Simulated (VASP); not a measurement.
Write the native input for VASP 6.6.1 that does the following.

```
Task                   : single point
Functional             : PBE
Potentials or basis    : VASP PAW PBE potentials, release 64 (Zr_sv, Sc_sv, F)
Cutoff                 : 520 eV
k mesh                 : 6 × 4 × 2
Occupations            : gaussian, width 0.1 eV
Spin                   : no spin polarisation
Dipole correction      : no
Further INCAR settings : ALGO = Normal; EDIFF = 1e-06; NBANDS = 38
```

The structure of ZrSc3F2 lies in POSCAR:

```
ZrSc3F2
1.0
    2.9694762058      0.0000000000      0.0000000000
    0.0000000000      5.2612082560      0.0000000000
    0.0000000000      0.0000000000      8.2432351337
Zr Sc F
1 3 2
Direct
    0.5000000000      0.0000000000      0.0000000000
    0.0000000000      0.0000000000      0.3251356080
    0.0000000000      0.0000000000      0.6748643920
    0.0000000000      0.5000000000      0.0000000000
    0.5000000000      0.7802883139      0.5000000000
    0.5000000000      0.2197116861      0.5000000000
```

The cell was built from a structure type or drawn by symmetry, and may not be a known phase.

One way to write it, as run:

INCAR

```
ALGO = Normal ; EDIFF = 1E-6
ENCUT = 520 ; GGA = PE
ISIF = 2 ; ISMEAR = 0
LASPH = T ; LCHARG = F
LREAL = F ; LWAVE = F
NBANDS = 38 ; NELM = 60
PREC = Accurate ; SIGMA = 0.1
```

KPOINTS

```
k-points
0
Gamma
  6 4 2
```

Potentials or basis: VASP PAW PBE potentials, release 64 (Zr_sv, Sc_sv, F).

Launch:

```bash
$ cat potpaw_PBE.64/Zr_sv/POTCAR potpaw_PBE.64/Sc_sv/POTCAR potpaw_PBE.64/F/POTCAR > POTCAR
$ mpirun -np 1 vasp_std > vasp.out
```

It gave:

| Item | Value |
| --- | --- |
| Pressure | 0.0 GPa |
| Largest force | 0.060 eV/Å |
| Band gap on the k mesh | zero (an odd number of electrons rules out a gap without spin polarisation) |

Caveat: the k points lie up to 0.38 Å⁻¹ apart, too coarse for converged energies and pressures of a metal; an odd number of electrons without spin polarisation forces a metal; a magnetic or distorted state may lie lower.

It took 110 s on 1 thread of Intel(R) Xeon(R) Platinum 8375C CPU @ 2.90GHz (Ice Lake), on a shared host, peak memory 0.27 GiB.
